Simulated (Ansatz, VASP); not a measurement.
## Al3Cu in VASP and in Ansatz

```
Al Cu
1.0
     3.92415    0.00000    0.00000
     0.00000    3.92415    0.00000
     0.00000    0.00000    3.92415
Al Cu
3 1
Direct
  0.00000 0.50000 0.50000
  0.50000 0.00000 0.50000
  0.50000 0.50000 0.00000
  0.00000 0.00000 0.00000
```

Alike in both runs: task single point; functional LDA; k mesh 6 × 6 × 6; no spin polarisation.

```csv
,VASP,Ansatz
version,VASP 6.6.1,Ansatz 0.2.0
potentials or method,"VASP PAW LDA potentials, release 64 (Al, Cu), cutoff 520 eV",all-electron (LAPW or listed datasets)
occupations,"methfessel-paxton of order 1, width 0.15 eV","cold, width 0.15 eV"
```

```tsv
	VASP	Ansatz	Ansatz less VASP
gap on the k mesh at the Fermi level (eV)	none	none	-
pressure (GPa)	-5.1	-5.3	-0.17
```

LDA's correlation is that of Perdew and Zunger in VASP and of Perdew and Wang (1992) in Ansatz. A gap of «none» marks a metal or a gap that the smearing closes. Ansatz ran all-electron here, and VASP with PAW potentials.
